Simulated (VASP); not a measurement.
Write the native input for VASP 6.6.1 that does the following.

```yaml
Task: single point
Functional: PBE
Potentials_or_basis: VASP PAW PBE potentials, release 64 (Hg)
Cutoff: 500 eV
k_mesh: 12 × 12 × 12
Occupations: fermi-dirac, width 0.08 eV
Spin: no spin polarisation
Dipole_correction: no
Further_INCAR_settings: ALGO = Normal; EDIFF = 1e-06; NBANDS = 12
```

The structure of Hg lies in POSCAR:

```
Hg
1.0
    2.3402918708      0.0000000000      0.0000000000
    0.0000000000      2.3402918708      0.0000000000
    0.0000000000      0.0000000000      2.3402918708
Hg
1
Direct
    0.0000000000      0.0000000000      0.0000000000
```

This cell differs from its parent crystal: volume scaled by 0.43, partial waves polarizable.

These files were run (other wordings do the same):

INCAR

```
  ALGO = Normal
  EDIFF = 1E-6
  ENCUT = 500
  GGA = PE
  GGA_COMPAT = False
  ISIF = 2
  ISMEAR = -1
  LASPH = True
  LCHARG = False
  LREAL = False
  LWAVE = False
  NBANDS = 12
  NELM = 120
  PREC = Accurate
  SIGMA = 0.08
```

KPOINTS

```
k-points
0
Gamma
  12 12 12
```

Potentials or basis: VASP PAW PBE potentials, release 64 (Hg).

Command:

```bash
$ cat potpaw_PBE.64/Hg/POTCAR > POTCAR
$ mpirun -np 1 vasp_std > vasp.out
```

It gave:

```json
{"Pressure": "270.4 GPa", "Band gap on the k mesh": "zero (band 6 reaches 17.06 eV, above the bottom of band 7 at 10.10 eV)"}
```

Caveat: spin-orbit coupling is left out, which moves the levels of the heavy elements.

Run time: 14 s on 1 thread of Intel Xeon 8259CL, with other jobs on the host, peak memory 0.13 GiB.
